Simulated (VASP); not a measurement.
# Si9N8O6 in VASP: further runs

The runs below take Si9N8O6 through single point, with PBE.

Program: VASP 6.6.1. These are calculated values, not measurements. Logs are shortened: lines on timing, memory, paths and dates and some standing lists are left out, and cuts for length are marked.

## (1) The cell of the first run

The cell holds a disordered packing, 23 atoms: a = 6.951 Å, b = 6.753 Å, c = 6.614 Å, α = 92.77°, β = 90.83°, γ = 92.47°.

## (2) Single point, PBE

INCAR

```
SYSTEM = Si9N8O6
PREC = Accurate
ENCUT = 520
EDIFF = 1E-7
ISMEAR = -1
SIGMA = 0.2361
LREAL = Auto
LASPH = .TRUE.
NELM = 80
ALGO = Normal
ISIF = 2
LWAVE = .FALSE.
LCHARG = .FALSE.
GGA = PE
ISYM = 0
NBANDS = 73
```

KPOINTS

```
Automatic mesh
0
G
  1 1 1
  0 0 0
```

POSCAR

```
Si9N8O6
1.0
    6.9494310000     -0.1483230000     -0.0508250000
   -0.1483230000      6.7490330000     -0.1619310000
   -0.0508250000     -0.1619310000      6.6115700000
Si N O
9 8 6
Direct
    0.8784619356      0.4603943764      0.8010926224
    0.1585630419      0.5542408698      0.4697147190
    1.0431316623      1.1748523052      0.6060578918
    0.5809960279      0.6012871301      0.8763029280
    0.2655373941      0.2722772799      0.9048856883
    0.4600405087      0.7357249151      0.5282999696
    0.3568922265      0.0890697063      0.3474631886
    0.8042756058      0.6772648499      0.3990727591
    0.7823870303      0.9403578376      0.1874075153
    1.0409527281      0.8566200317      0.8141407806
    0.4842326626      0.3800968601      0.8704844068
    0.7224443917      0.6622514373      0.1254959524
    0.9593260975      0.5727459668      0.5702138941
    1.2087386580      1.2666713093      0.4541546855
    0.3334903344      0.6370063363      0.3395057028
    0.9606806127      0.8897288350      0.3830473355
    1.0776653074      0.8197943164      0.9821611891
    0.0676717594      0.4686278320      0.9872688016
    0.4592337937      0.9642708262      0.5037682270
    1.3549067579      0.0902262814      0.1017489897
    0.4283884243      0.7752401291      0.8030664806
    0.8607945928      0.2377245055      0.7617435574
    0.6620061046      0.6941143286      0.5839572276
```

Potentials or basis: VASP PAW PBE potentials, release 64 (Si, N, O).

Command:

```console
> cat potpaw_PBE.64/Si/POTCAR potpaw_PBE.64/N/POTCAR potpaw_PBE.64/O/POTCAR > POTCAR
> mpirun -np 1 vasp_gam > vasp.out
```

OUTCAR:

```text
SYSTEM = Si9N8O6
   PREC = Accurate
   ENCUT = 520
   EDIFF = 1E-7
   ISMEAR = -1
   LREAL = Auto
   LASPH = .TRUE.
   NELM = 80
   ISIF = 2
   GGA = PE
   ISYM = 0

 ion  position               nearest neighbor table
   1  0.878  0.460  0.801-  22 1.51  18 1.79  13 1.82   4 2.36   3 2.59   2 3.02   5 3.11   8 3.14

   2  0.159  0.554  0.470-  13 1.55  15 1.60  14 1.99   6 2.40   8 2.67   3 2.84   1 3.02
   3  0.043  0.175  0.606-  14 1.66  22 1.70  16 2.41   5 2.54   1 2.59   2 2.84   7 2.85
   4  0.581  0.601  0.876-  11 1.61  21 1.70  12 1.92  23 2.14   1 2.36   6 2.65   5 3.07
   5  0.266  0.272  0.905-  11 1.68  20 1.95  18 2.01   3 2.54   4 3.07   1 3.11
   6  0.460  0.736  0.528-  23 1.49  19 1.56  15 1.62  21 1.84   2 2.40   8 2.59   4 2.65   7 2.83

   7  0.357  0.089  0.347-  19 1.55  20 1.63  14 1.74   6 2.83   3 2.85
   8  0.804  0.677  0.399-  23 1.59  13 1.75  16 1.77  12 1.89   9 2.32   6 2.59   2 2.67   1 3.14

   9  0.782  0.940  0.187-  16 1.83  12 1.93   8 2.32
  10  0.041  0.857  0.814-  17 1.18
  11  0.484  0.380  0.870-   4 1.61   5 1.68
  12  0.722  0.662  0.125-   8 1.89   4 1.92   9 1.93
  13  0.959  0.573  0.570-   2 1.55   8 1.75   1 1.82
  14  0.209  0.267  0.454-   3 1.66   7 1.74   2 1.99
  15  0.333  0.637  0.340-   2 1.60   6 1.62
  16  0.961  0.890  0.383-   8 1.77   9 1.83   3 2.41
  17  0.078  0.820  0.982-  10 1.18
  18  0.068  0.469  0.987-   1 1.79   5 2.01
  19  0.459  0.964  0.504-   7 1.55   6 1.56
  20  0.355  0.090  0.102-   7 1.63   5 1.95
  21  0.428  0.775  0.803-   4 1.70   6 1.84
  22  0.861  0.238  0.762-   1 1.51   3 1.70
  23  0.662  0.694  0.584-   6 1.49   8 1.59   4 2.14

IMPORTANT INFORMATION: All symmetrisations will be switched off!
NOSYMM: (Re-)initialisation of all symmetry stuff for point group C_1.

----------------------------------------------------------------------------------------

                                     Primitive cell

  volume of cell :     309.7479

  direct lattice vectors                    reciprocal lattice vectors
     6.949431000 -0.148323000 -0.050825000     0.143973478  0.003192525  0.001184956
    -0.148323000  6.749033000 -0.161931000     0.003192525  0.148327289  0.003657383
    -0.050825000 -0.161931000  6.611570000     0.001184956  0.003657383  0.151348692

  length of vectors
     6.951199473  6.752604519  6.613748007     0.144013745  0.148406716  0.151397513

  position of ions in fractional coordinates (direct lattice)
     0.878461936  0.460394376  0.801092622
     0.158563042  0.554240870  0.469714719
     0.043131662  0.174852305  0.606057892
     0.580996028  0.601287130  0.876302928
     0.265537394  0.272277280  0.904885688
     0.460040509  0.735724915  0.528299970
[... 15 lines left out ...]
     0.860794593  0.237724505  0.761743557
     0.662006105  0.694114329  0.583957228

  ion indices of the primitive-cell ions
   primitive index   ion index
                 1           1
                 2           2
                 3           3
                 4           4
                 5           5
                 6           6
[... 15 lines left out ...]
                22          22
                23          23

----------------------------------------------------------------------------------------

 KPOINTS: Automatic mesh

Automatic generation of k-mesh.
 Grid dimensions read from file:
 generate k-points for:    1    1    1

 Generating k-lattice:

  Cartesian coordinates                     Fractional coordinates (reciprocal lattice)
     0.143973478  0.003192525  0.001184956     1.000000000 -0.000000000  0.000000000
     0.003192525  0.148327289  0.003657383     0.000000000  1.000000000  0.000000000
     0.001184956  0.003657383  0.151348692     0.000000000  0.000000000  1.000000000

  Length of vectors
     0.144013745  0.148406716  0.151397513

  Shift w.r.t. Gamma in fractional coordinates (k-lattice)
     0.000000000  0.000000000  0.000000000

 Subroutine IBZKPT returns following result:
 ===========================================

 Found      1 irreducible k-points:

 Following reciprocal coordinates:
            Coordinates               Weight
  0.000000  0.000000  0.000000      1.000000
   k-points           NKPTS =      1   k-points in BZ     NKDIM =      1   number of bands    NBANDS=     73
   number of dos      NEDOS =    301   number of ions     NIONS =     23
   total plane-waves  NPLWV = 135000
   dimension x,y,z NGX =    54 NGY =   50 NGZ =   50
   dimension x,y,z NGXF=   108 NGYF=  100 NGZF=  100
   ions per type =               9   8   6
   NGX,Y,Z   is equivalent  to a cutoff of  12.91, 12.31, 12.57 a.u.
   NGXF,Y,Z  is equivalent  to a cutoff of  25.83, 24.62, 25.14 a.u.
 SYSTEM =  Si9N8O6
   PREC   = accura    normal or accurate (medium, high low for compatibility)
   ISTART =      0    job   : 0-new  1-cont  2-samecut
   ICHARG =      2    charge: 1-file 2-atom 10-const
   ISPIN  =      1    spin polarized calculation?
   LNONCOLLINEAR =      F non collinear calculations
   LSORBIT =      F    spin-orbit coupling
   LASPH  =      T    aspherical Exc in radial PAW
   ENCUT  =  520.0 eV  38.22 Ry    6.18 a.u.  12.92 12.56 12.30*2*pi/ulx,y,z
   NELM   =     80;   NELMIN=  2; NELMDL= -5     # of ELM steps
   EDIFF  = 0.1E-06   stopping-criterion for ELM
   LREAL  =      T    real-space projection
   EDIFFG = 0.1E-05   stopping-criterion for IOM
   NSW    =      0    number of steps for IOM
   IBRION =     -1    ionic relax: 0-MD 1-quasi-New 2-CG
   NFREE  =      0    steps in history (QN), initial steepest desc. (CG)
   ISIF   =      2    stress and relaxation
   ISYM   =      0    0-nonsym 1-usesym 2-fastsym
   POTIM  = 0.5000    time-step for ionic-motion
   TEBEG  =    0.0;   TEEND  =   0.0 temperature during run
   PSTRESS=    0.0 pullay stress
   NELECT =     112.0000    total number of electrons
   NUPDOWN=      -1.0000    fix difference up-down
   EMIN   =  10.00;   EMAX   =-10.00  energy-range for DOS
   EFERMI =   0.00;   METHOD = LEGACY
   ISMEAR =    -1;   SIGMA  =   0.24  broadening in eV -4-tet -1-fermi 0-gaus
   EFERMI_NEDOS =   21; number of points for ismear=-14 and -15
   IALGO  =     38    algorithm
   IMIX   =      4    mixing-type and parameters
     AMIX     =   0.40;   BMIX     =  1.00
     AMIX_MAG =   1.60;   BMIX_MAG =  1.00
  volume/ion in A,a.u.               =      13.47        90.88
  Fermi-wavevector in a.u.,A,eV,Ry     =   1.166303  2.203993 18.507496  1.360263
  Thomas-Fermi vector in A             =   2.302818
   LORBIT       =      0    0 simple, 1 ext, 2 COOP (PROOUT), +10 PAW based schemes
   GGA     = PE    functional components
   LHFCALC =     F    Hartree Fock is set to
   AEXX    =    0.0000 exact exchange contribution
   IVDW    =     0    specifies the selected vdW correction
   LEPSILON=     F    determine dielectric tensor
   LRPA    =     F    only Hartree local field effects (RPA)
 non-spin polarized calculation
  energy-cutoff  :      520.00
  volume of cell :      309.75
 maximum number of plane-waves:      4169
 NGX is ok and might be reduce to    50
   NGX = 25   NGY = 25   NGZ = 25

 number of electron     111.9999999 magnetization

 Free energy of the ion-electron system (eV)
  ---------------------------------------------------
  ext. energy  EPLUGINS =         0.00000000
  ---------------------------------------------------
  free energy    TOTEN  =      -156.65642501 eV

  energy without entropy =     -156.49923183  energy(sigma->0) =     -156.57782842

 E-fermi :   4.6485     XC(G=0):  -9.3975

 val. band max:        3.6593686743   @ k =   0.0000   0.0000   0.0000
 cond. band min:       5.5776349966   @ k =   0.0000   0.0000   0.0000
 fundamental gap:      1.9182663223
 Fermi energy:         4.6485072532

 k-point     1 :       0.0000    0.0000    0.0000
  band No.  band energies     occupation
      1     -19.0311      2.00000
      2     -17.8789      2.00000
      3     -17.7629      2.00000
      4     -17.3819      2.00000
      5     -15.4006      2.00000
      6     -14.6321      2.00000
[... 60 lines left out ...]
     67       8.2654      0.00000
     68       8.7361      0.00000
 [bands above 68 left out]

------------------------ aborting loop because EDIFF is reached ----------------------------------------

  FORCE on cell =-STRESS in cart. coord.  units (eV):
  Direction    XX          YY          ZZ          XY          YZ          ZX
  --------------------------------------------------------------------------------------
  -------------------------------------------------------------------------------------
  Total       28.1662528     25.1784480     -8.0835344      2.8786578     -7.8092531    -16.7655212
  in kB      145.6905169    130.2360358    -41.8122467     14.8899161    -40.3935208    -86.7200000
  external PRESSURE =      78.0381020 kB  Pullay stress =       0.0000000 kB

 VOLUME and BASIS-vectors are now :
 -----------------------------------------------------------------------------
  energy-cutoff  :      520.00
  volume of cell :      309.75
      direct lattice vectors                 reciprocal lattice vectors
     6.949431000 -0.148323000 -0.050825000     0.143973478  0.003192525  0.001184956
    -0.148323000  6.749033000 -0.161931000     0.003192525  0.148327289  0.003657383
    -0.050825000 -0.161931000  6.611570000     0.001184956  0.003657383  0.151348692

 POSITION                                       TOTAL-FORCE (eV/Angst)
 -----------------------------------------------------------------------------------
      5.99581      2.84720      5.17728         1.152173      6.433332      3.895303
      0.99584      3.64101      3.00774         3.814633     -4.194888     -2.934778
      0.24300      1.07555      3.97649        -0.238435     -4.073761      2.551171
      3.90387      3.83003      5.66684         0.651395      0.618253      2.403597
      1.75896      1.65169      5.92513         0.385334      0.832672      1.336140
      3.06104      4.81165      3.35037        -5.578647      1.285934      3.042623
[... 15 lines left out ...]
      5.90806      1.35339      4.95408        -0.559134     -6.478145     -3.613060
      4.46793      4.49185      3.71483         4.131922     -1.942681      0.313612
 -----------------------------------------------------------------------------------
    total drift:                                0.013078      0.012658      0.001382

  FREE ENERGIE OF THE ION-ELECTRON SYSTEM (eV)
  ---------------------------------------------------
  free  energy   TOTEN  =      -156.6564250081 eV

  energy  without entropy=     -156.4992318303  energy(sigma->0) =     -156.57782842
```

Run time: 45 s. Hardware: 1 thread of Intel Xeon Platinum 8559C (Emerald Rapids), shared host; peak memory 0.33 GiB.

Results:

```yaml
Free_energy: -156.6564 eV
Pressure: 7.8 GPa
Largest_force: 7.608 eV/Å
```

Forces in eV/Å, atoms in the order of the input:
```
Si   1.152  6.433  3.895
Si   3.815 -4.195 -2.935
Si  -0.238 -4.074  2.551
Si   0.651  0.618  2.404
Si   0.385  0.833  1.336
Si  -5.579  1.286  3.043
Si  -2.568  2.872 -3.324
Si   2.891  0.414 -2.611
Si   1.039  0.208 -0.750
N    1.343 -0.612  5.660
N   -1.990 -1.588 -0.035
N   -0.102  2.024  2.621
N   -2.325 -2.688  1.706
N   -0.132  1.636 -1.280
N    0.013 -0.236 -0.611
N   -1.510  1.963 -0.360
N   -1.275  1.746 -5.538
O    0.709 -1.722 -2.141
O    0.499  4.381 -0.445
O   -0.810  0.774  1.039
O    0.458 -1.654 -0.926
O   -0.559 -6.478 -3.613
O    4.132 -1.943  0.314
```

Levels at points of the mesh, in eV from the Fermi level:
```
           k point  band 53  band 54  band 55  band 56  band 57  band 58  band 59  band 60
(0.00, 0.00, 0.00)    -1.65    -1.27    -1.12    -0.99     0.93     1.27     1.31     1.52
```

Caveat: the k points lie up to 0.95 Å⁻¹ apart; the standard files for N, O and F lose accuracy on very short bonds; the atoms stand as in a frame of molecular dynamics.

## (3) Single point, PBE

INCAR

```
ALGO = Normal
EDIFF = 1E-7
ENCUT = 520
GGA = PE
ISIF = 2
ISMEAR = -1
ISYM = 0
LASPH = T
LCHARG = F
LREAL = Auto
LWAVE = F
NBANDS = 73
NELM = 100
PREC = Accurate
SIGMA = 0.2361
```

KPOINTS

```
k-points
0
Gamma
  1 1 1
```

POSCAR

```
Si9N8O6
1.0
    6.9494310000     -0.1483230000     -0.0508250000
   -0.1483230000      6.7490330000     -0.1619310000
   -0.0508250000     -0.1619310000      6.6115700000
Si N O
9 8 6
Direct
    0.8488128451      0.3755755132      0.6915850897
    0.2710725397      0.4147993543      0.5598942666
    1.0930192367      1.0259222115      0.5519509454
    0.6282402654      0.5791992179      0.9523819032
    0.3733276561      0.3356489654      1.0854367950
    0.5224257927      0.7011300113      0.5476889717
    0.4880373420      0.0909767474      0.4001945761
    0.9364312986      0.6452553876      0.3815736612
    0.7906896687      0.9454874723      0.2354502084
    1.1522475816      0.7968309921      0.7983020104
    0.5298117836      0.3533770434      0.9034036366
    0.7662556903      0.6845382903      0.1852095516
    1.0424262120      0.4376989633      0.4743376147
    1.2603805150      1.1691777638      0.6282236994
    0.4795645686      0.4508162347      0.4610617437
    1.0448641934      0.8701221181      0.3436988442
    1.0928971688      0.8073112351      0.9504503793
    0.1971864485      0.4704386692      1.0363353342
    0.4160731607      0.8835007152      0.4718198662
    1.3792071893      0.1196966640      0.1937713442
    0.5697398107      0.7655104781      0.8124877908
    0.8840850867      0.1242189112      0.6845408151
    0.7813182900      0.7082162542      0.5612353296
```

Potentials or basis: VASP PAW PBE potentials, release 64 (Si, N, O).

Command:

```console
> cat potpaw_PBE.64/Si/POTCAR potpaw_PBE.64/N/POTCAR potpaw_PBE.64/O/POTCAR > POTCAR
> mpirun -np 1 vasp_gam > vasp.out
```

Wall time 48 s (1 thread of Intel Xeon Platinum 8559C (Emerald Rapids), shared host); peak memory 0.33 GiB.

Results (log left out):

* Free energy: -160.0637 eV
* Pressure: 5.6 GPa
* Largest force: 6.420 eV/Å

Forces in eV/Å, atoms in the order of the input:
```
Si   1.214 -1.326 -0.171
Si  -2.409 -2.673  1.442
Si  -5.648 -1.846  0.208
Si   2.272  1.135  0.464
Si  -2.221  0.136 -0.541
Si   4.741 -3.006  3.115
Si   1.851  3.793  2.502
Si  -0.897 -0.840 -0.496
Si   1.674 -0.427 -0.748
N    0.966  0.442 -4.444
N    1.682  0.466  0.814
N   -2.054 -1.226 -3.338
N   -2.059  1.692  0.628
N    4.593  3.579 -0.436
N    1.233  2.243 -1.138
N   -0.051  2.562  1.516
N   -1.223  0.207  3.760
O    0.119 -1.074  1.329
O   -1.044 -3.268 -0.138
O   -1.661  1.039 -2.410
O   -1.280 -1.504  0.260
O    1.359  0.221 -1.348
O   -1.157 -0.329 -0.830
```

Stress tensor (GPa, compression positive):
```
 7.45  6.39 -4.66
 6.39  4.95 -5.57
-4.66 -5.57  4.44
```

Levels at points of the mesh, in eV from the Fermi level:
```tsv
k point	band 52	band 53	band 54	band 55	band 56	band 57	band 58	band 59	band 60	band 61
(0.00, 0.00, 0.00)	-2.28	-2.20	-1.76	-1.23	-0.26	0.27	0.98	1.52	1.91	2.13
```

Caveat: the k points lie up to 0.95 Å⁻¹ apart; the standard files for N, O and F lose accuracy on very short bonds; the atoms stand as in a frame of molecular dynamics.

(Part 1 of 2 ends here.)
